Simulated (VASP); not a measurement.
Wanted: the native input for a VASP 6.6.1 run.

* Task: single point
* Functional: PBE
* Potentials or basis: VASP PAW PBE potentials, release 64 (C)
* Cutoff: 520 eV
* k mesh: 12 × 12 × 6
* Occupations: gaussian, width 0.02 eV
* Spin: no spin polarisation
* Dipole correction: no
* Further INCAR settings: ALGO = Normal; EDIFF = 1e-07; NBANDS = 16

The structure of C lies in POSCAR:

```
C
1.0
    2.5114744450      0.0000000000      0.0000000000
   -1.2557372225      2.1750006703      0.0000000000
    0.0000000000      0.0000000000      4.1803943913
C
4
Direct
    0.3333333333      0.6666666667      0.0627334482
    0.6666666667      0.3333333333      0.5627334482
    0.6666666667      0.3333333333      0.9372665518
    0.3333333333      0.6666666667      0.4372665518
```

The cell was generated, and may not be a known phase.

These files were run (other wordings do the same):

INCAR

```
PREC = Accurate ; ENCUT = 520
EDIFF = 1E-7 ; ISMEAR = 0
SIGMA = 0.02 ; LREAL = F
LASPH = T ; NELM = 60
ALGO = Normal ; ISIF = 2
LWAVE = F ; LCHARG = T
GGA = PE ; LELF = T
LVHAR = T ; NBANDS = 16
```

KPOINTS

```
Automatic mesh
0
Gamma
  12 12 6
```

Potentials or basis: VASP PAW PBE potentials, release 64 (C).

Run with:

```bash
$ cat potpaw_PBE.64/C/POTCAR > POTCAR
$ mpirun -np 1 vasp_std > vasp.out
```

Results of the run:

```json
{"Pressure": "0.7 GPa", "Largest force": "0.003 eV/Å", "Band gap on the k mesh": "3.34 eV (least direct gap 4.96 eV)"}
```

It took 28 s on 1 thread of Intel(R) Xeon(R) Platinum 8488C (Sapphire Rapids) (shared host), peak memory 0.14 GiB.
